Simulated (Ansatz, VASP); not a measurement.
SrW: VASP beside Ansatz

```
Sr W
1.0
     1.53190    0.88444    5.63795
    -1.53190    0.88444    5.63795
     0.00000   -1.76888    5.63795
Sr W
1 1
Cartesian
  0.0000 0.0000 8.4569
  0.0000 0.0000 0.0000
```

Alike in both runs: functional PBE; k mesh 6 × 6 × 6; occupations gaussian, width 0.1 eV; no spin polarisation.

Ansatz relaxed the structure, and its values are those at the end. VASP's run is a single point on that final structure, the one shown.

```csv
,VASP,Ansatz
version,VASP 6.6.1,Ansatz 0.2.0
potentials or method,"VASP PAW PBE potentials, release 64 (Sr_sv, W_sv), cutoff 520 eV","scalar-relativistic, plane waves, PAW"
valence electrons in the cell,24,24
```

```tsv
	VASP	Ansatz	Ansatz less VASP
gap on the k mesh at the Fermi level (eV)	none	none	-
pressure (GPa)	0.3	0.0	-0.34
```

A gap of «none» marks a metal or a gap that the smearing closes.

The k mesh is coarse, so the values compare programs but aren't converged. Neither program's run includes spin-orbit coupling.
